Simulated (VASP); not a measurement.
# Bi2Te3 (R-3m) in VASP: electric field gradients with PBE

Aim: the electric field gradients of Bi2Te3 with PBE.

All numbers are computed with VASP 6.6.1; they aren't measurements. Logs are shortened: lines on timing, memory, paths and dates and some standing lists are left out, and cuts for length are marked.

## (1) The cell of the first run

It takes space group R-3m (No. 166, trigonal). The conventional cell has a = 4.386 Å, b = 4.386 Å, c = 30.497 Å, α = 90.00°, β = 90.00°, γ = 120.00°. Bi (site symmetry 3m) has 6 Te at 3.07 to 3.25 Å within 4.0 Å. Te (site symmetry -3m) has 6 Bi at 3.25 Å and 12 Te at 4.39 to 4.55 Å within 4.6 Å. Te (site symmetry 3m) has 3 Bi at 3.07 Å and 3 Te at 3.64 Å within 4.0 Å.

## (2) Electric field gradients, PBE

The input, INCAR:

```
PREC = Accurate
ENCUT = 520
EDIFF = 1E-8
ISMEAR = -1
SIGMA = 0.02
LREAL = F
LASPH = T
NELM = 80
ALGO = Normal
ISIF = 2
LWAVE = F
LCHARG = F
GGA = PE
LEFG = T
NBANDS = 32
KPAR = 4
```

The input, KPOINTS:

```
regular mesh
0
Gamma
  12 12 12
```

The input, POSCAR:

```
Bi2Te3
1.0
    2.1930000000      1.2661291403     10.1656666667
   -2.1930000000      1.2661291403     10.1656666667
    0.0000000000     -2.5322582807     10.1656666667
Bi Te
2 3
Direct
    0.4000000000      0.4000000000      0.4000000000
    0.6000000000      0.6000000000      0.6000000000
    0.0000000000      0.0000000000      0.0000000000
    0.2095000000      0.2095000000      0.2095000000
    0.7905000000      0.7905000000      0.7905000000
```

Potentials or basis: VASP PAW PBE potentials, release 64 (Bi_d, Te).

The run is started by

```
$ cat potpaw_PBE.64/Bi_d/POTCAR potpaw_PBE.64/Te/POTCAR > POTCAR
$ mpirun -np 4 vasp_std > vasp.out
```

OUTCAR:

```text
PREC = Accurate
   ENCUT = 520
   EDIFF = 1E-8
   ISMEAR = -1
   LREAL = F
   LASPH = T
   NELM = 80
   ISIF = 2
   GGA = PE

 ion  position               nearest neighbor table
   1  0.400  0.400  0.400-   5 3.07   5 3.07   5 3.07   3 3.25   3 3.25   3 3.25
   2  0.600  0.600  0.600-   4 3.07   4 3.07   4 3.07   3 3.25   3 3.25   3 3.25
   3  0.000  0.000  0.000-   2 3.25   1 3.25   2 3.25   2 3.25   1 3.25   1 3.25
   4  0.209  0.209  0.209-   2 3.07   2 3.07   2 3.07   5 3.64   5 3.64   5 3.64
   5  0.791  0.791  0.791-   1 3.07   1 3.07   1 3.07   4 3.64   4 3.64   4 3.64

  LATTYP: Found a trigonal (rhomboedric) cell.
 ALAT       =    10.4763118882
 COS(alpha) =     0.9123624111

  Lattice vectors:

 A1 = (   2.1930000000,   1.2661291403,  10.1656666667)
 A2 = (  -2.1930000000,   1.2661291403,  10.1656666667)
 A3 = (   0.0000000000,  -2.5322582807,  10.1656666667)

Analysis of symmetry for initial positions (statically):
=====================================================================
 Subroutine PRICEL returns:
 Original cell was already a primitive cell.

 Routine SETGRP: Setting up the symmetry group for a
 trigonal (rhombohedral) supercell.

 Subroutine GETGRP returns: Found 12 space group operations
 (whereof 12 operations were pure point group operations)
 out of a pool of 12 trial point group operations.

The static configuration has the point symmetry D_3d.

Analysis of symmetry for dynamics (positions and initial velocities):
=====================================================================
 Subroutine PRICEL returns:
 Original cell was already a primitive cell.

 Routine SETGRP: Setting up the symmetry group for a
 trigonal (rhombohedral) supercell.

 Subroutine GETGRP returns: Found 12 space group operations
 (whereof 12 operations were pure point group operations)
 out of a pool of 12 trial point group operations.

The dynamic configuration has the point symmetry D_3d.

 Subroutine INISYM returns: Found 12 space group operations
 (whereof 12 operations are pure point group operations),
 and found     1 'primitive' translations

----------------------------------------------------------------------------------------

                                     Primitive cell

  volume of cell :     169.3572

  direct lattice vectors                    reciprocal lattice vectors
     2.193000000  1.266129140 10.165666667     0.227998176  0.131634808  0.032790111
    -2.193000000  1.266129140 10.165666667    -0.227998176  0.131634808  0.032790111
     0.000000000 -2.532258281 10.165666667     0.000000000 -0.263269617  0.032790111

  length of vectors
    10.476311888 10.476311888 10.476311888     0.265303755  0.265303755  0.265303755

  position of ions in fractional coordinates (direct lattice)
     0.400000000  0.400000000  0.400000000
     0.600000000  0.600000000  0.600000000
     0.000000000  0.000000000  0.000000000
     0.209500000  0.209500000  0.209500000
     0.790500000  0.790500000  0.790500000

  ion indices of the primitive-cell ions
   primitive index   ion index
                 1           1
                 2           2
                 3           3
                 4           4
                 5           5

----------------------------------------------------------------------------------------

 KPOINTS: regular mesh

Automatic generation of k-mesh.
 Grid dimensions read from file:
 generate k-points for:   12   12   12

 Generating k-lattice:

  Cartesian coordinates                     Fractional coordinates (reciprocal lattice)
     0.018999848  0.010969567  0.002732509     0.083333333  0.000000000  0.000000000
    -0.018999848  0.010969567  0.002732509     0.000000000  0.083333333  0.000000000
     0.000000000 -0.021939135  0.002732509     0.000000000  0.000000000  0.083333333

  Length of vectors
[... 47 lines left out ...]
   ISTART =      0    job   : 0-new  1-cont  2-samecut
   ICHARG =      2    charge: 1-file 2-atom 10-const
   ISPIN  =      1    spin polarized calculation?
   LNONCOLLINEAR =      F non collinear calculations
   LSORBIT =      F    spin-orbit coupling
   LASPH  =      T    aspherical Exc in radial PAW
   ENCUT  =  520.0 eV  38.22 Ry    6.18 a.u.  19.48 19.48 19.48*2*pi/ulx,y,z
   NELM   =     80;   NELMIN=  2; NELMDL= -5     # of ELM steps
   EDIFF  = 0.1E-07   stopping-criterion for ELM
   LREAL  =      F    real-space projection
   EDIFFG = 0.1E-06   stopping-criterion for IOM
   NSW    =      0    number of steps for IOM
   IBRION =     -1    ionic relax: 0-MD 1-quasi-New 2-CG
   NFREE  =      0    steps in history (QN), initial steepest desc. (CG)
   ISIF   =      2    stress and relaxation
   ISYM   =      2    0-nonsym 1-usesym 2-fastsym
   POTIM  = 0.5000    time-step for ionic-motion
   TEBEG  =    0.0;   TEEND  =   0.0 temperature during run
   PSTRESS=    0.0 pullay stress
   NELECT =      48.0000    total number of electrons
   NUPDOWN=      -1.0000    fix difference up-down
   EMIN   =  10.00;   EMAX   =-10.00  energy-range for DOS
   EFERMI =   0.00;   METHOD = LEGACY
   ISMEAR =    -1;   SIGMA  =   0.02  broadening in eV -4-tet -1-fermi 0-gaus
   EFERMI_NEDOS =   21; number of points for ismear=-14 and -15
   IALGO  =     38    algorithm
   IMIX   =      4    mixing-type and parameters
     AMIX     =   0.40;   BMIX     =  1.00
     AMIX_MAG =   1.60;   BMIX_MAG =  1.00
  volume/ion in A,a.u.               =      33.87       228.58
  Fermi-wavevector in a.u.,A,eV,Ry     =   1.075360  2.032136 15.733774  1.156400
  Thomas-Fermi vector in A             =   2.211215
   LORBIT       =      0    0 simple, 1 ext, 2 COOP (PROOUT), +10 PAW based schemes
   GGA     = PE    functional components
   LHFCALC =     F    Hartree Fock is set to
   AEXX    =    0.0000 exact exchange contribution
   IVDW    =     0    specifies the selected vdW correction
   LEPSILON=     F    determine dielectric tensor
   LRPA    =     F    only Hartree local field effects (RPA)
 non-spin polarized calculation
  energy-cutoff  :      520.00
  volume of cell :      169.36
 maximum number of plane-waves:      4581
 NGX is ok and might be reduce to    80
   NGX = 39   NGY = 39   NGZ = 39

 number of electron      48.0000004 magnetization

 Free energy of the ion-electron system (eV)
  ---------------------------------------------------
  ext. energy  EPLUGINS =         0.00000000
  ---------------------------------------------------
  free energy    TOTEN  =       -18.33543227 eV

  energy without entropy =      -18.33543185  energy(sigma->0) =      -18.33543206

 E-fermi :   6.3651     XC(G=0):  -9.3289

 val. band max:        6.2260174412   @ k =   0.0000   0.0000   0.0000
 cond. band min:       6.5034333416   @ k =   0.0000   0.0000   0.0000
 fundamental gap:      0.2774159004
 Fermi energy:         6.3651257336

 k-point     1 :       0.0000    0.0000    0.0000
  band No.  band energies     occupation
      1     -16.9940      2.00000
      2     -16.9940      2.00000
      3     -16.9925      2.00000
      4     -16.9925      2.00000
      5     -16.9871      2.00000
      6     -16.9858      2.00000
[... 829 lines left out ...]
     31      10.2402      0.00000
     32      10.9032      0.00000

 [... further k-points ...]

------------------------ aborting loop because EDIFF is reached ----------------------------------------

  FORCE on cell =-STRESS in cart. coord.  units (eV):
  Direction    XX          YY          ZZ          XY          YZ          ZX
  --------------------------------------------------------------------------------------
  -------------------------------------------------------------------------------------
  Total        2.0518401      2.0518401      1.8711925      0.0000000     -0.0000000      0.0000000
  in kB       19.4111090     19.4111090     17.7021206      0.0000000     -0.0000000      0.0000000
  external PRESSURE =      18.8414462 kB  Pullay stress =       0.0000000 kB

 VOLUME and BASIS-vectors are now :
 -----------------------------------------------------------------------------
  energy-cutoff  :      520.00
  volume of cell :      169.36
      direct lattice vectors                 reciprocal lattice vectors
     2.193000000  1.266129140 10.165666667     0.227998176  0.131634808  0.032790111
    -2.193000000  1.266129140 10.165666667    -0.227998176  0.131634808  0.032790111
     0.000000000 -2.532258281 10.165666667     0.000000000 -0.263269617  0.032790111

 POSITION                                       TOTAL-FORCE (eV/Angst)
 -----------------------------------------------------------------------------------
      0.00000     -0.00000     12.19880        -0.000000     -0.000000      0.028003
      0.00000     -0.00000     18.29820        -0.000000      0.000000     -0.028003
      0.00000      0.00000      0.00000         0.000000      0.000000     -0.000000
      0.00000     -0.00000      6.38912        -0.000000     -0.000000      0.037047
      0.00000     -0.00000     24.10788        -0.000000      0.000000     -0.037047
 -----------------------------------------------------------------------------------
    total drift:                               -0.000000     -0.000000     -0.000000

  FREE ENERGIE OF THE ION-ELECTRON SYSTEM (eV)
  ---------------------------------------------------
  free  energy   TOTEN  =       -18.3354322680 eV

  energy  without entropy=      -18.3354318549  energy(sigma->0) =      -18.33543206

 Electric field gradients (V/A^2)
---------------------------------------------------------------------
 ion       V_xx      V_yy      V_zz      V_xy      V_xz      V_yz
---------------------------------------------------------------------
   1     -16.521   -16.521    33.043     0.000     0.000     0.000
   2     -16.521   -16.521    33.043     0.000    -0.000     0.000
   3     -47.067   -47.067    94.134    -0.000    -0.000     0.000
   4      -1.684    -1.684     3.368    -0.000     0.000     0.000
   5      -1.684    -1.684     3.368    -0.000    -0.000     0.000
---------------------------------------------------------------------

 Electric field gradients after diagonalization (V/A^2)
 (convention: |V_zz| > |V_xx| > |V_yy|)
----------------------------------------------------------------------
 ion       V_xx      V_yy      V_zz     asymmetry (V_yy - V_xx)/ V_zz
----------------------------------------------------------------------
   1     -16.521   -16.521    33.043       0.000
   2     -16.521   -16.521    33.043       0.000
   3     -47.067   -47.067    94.134       0.000
   4      -1.684    -1.684     3.368       0.000
   5      -1.684    -1.684     3.368       0.000
----------------------------------------------------------------------

           NMR quadrupolar parameters

 Cq : quadrupolar parameter    Cq=e*Q*V_zz/h
 eta: asymmetry parameters     (V_yy - V_xx)/ V_zz
 Q  : nuclear electric quadrupole moment in mb (millibarn)
----------------------------------------------------------------------
 ion       Cq(MHz)       eta       Q (mb)
----------------------------------------------------------------------
   1       0.080       0.000       1.000
   2       0.080       0.000       1.000
   3       0.228       0.000       1.000
   4       0.008       0.000       1.000
   5       0.008       0.000       1.000
----------------------------------------------------------------------
```

Run time: 42 min. Hardware: 4 MPI ranks of Oxide Virtual Turin-like, shared host; peak memory 1.5 GiB.

Results:

```yaml
Free_energy: -18.3354 eV
Pressure: 1.9 GPa
Largest_force: 0.037 eV/Å
Band_gap_on_the_k_mesh: 0.28 eV
Largest_electric_field_gradient_by_atom: Bi +33.0; Te +94.1, +3.4 (each value once) V/Å²
```

Forces in eV/Å, atoms in the order of the input:
```
Bi   0.000  0.000  0.028
Bi   0.000  0.000 -0.028
Te   0.000  0.000  0.000
Te   0.000  0.000  0.037
Te   0.000  0.000 -0.037
```

Levels at points of the mesh, in eV from the valence-band top:
| k point | band 20 | band 21 | band 22 | band 23 | band 24 | band 25 | band 26 | band 27 | band 28 | band 29 |
| --- | --- | --- | --- | --- | --- | --- | --- | --- | --- | --- |
| (0.00, 0.00, 0.00) | -1.72 | -1.72 | -0.88 | -0.88 | 0.00 | 0.28 | 0.64 | 0.64 | 1.95 | 2.10 |
| (0.50, 0.00, 0.00) | -3.16 | -2.92 | -2.42 | -0.93 | -0.51 | 0.56 | 1.05 | 2.74 | 2.77 | 3.32 |
| (0.50, 0.50, 0.00) | -2.36 | -2.01 | -1.82 | -1.56 | -0.97 | 0.85 | 1.51 | 2.04 | 2.64 | 2.72 |
| (0.50, 0.50, 0.50) | -1.42 | -1.42 | -1.17 | -1.17 | -0.44 | 0.83 | 1.12 | 1.12 | 1.63 | 1.63 |

Electric field gradients, principal values (V/Å²):
```tsv
atom	least	middle	greatest (by size)
1 Bi	-16.521	-16.521	33.043
2 Bi	-16.521	-16.521	33.043
3 Te	-47.067	-47.067	94.134
4 Te	-1.684	-1.684	3.368
5 Te	-1.684	-1.684	3.368
```

Caveat: without QUAD_EFG the Cq values of the log hold for a quadrupole moment of 1 mb, not for the nuclei; spin-orbit coupling is left out, which moves the levels of the heavy elements. A k mesh can miss the band edges.
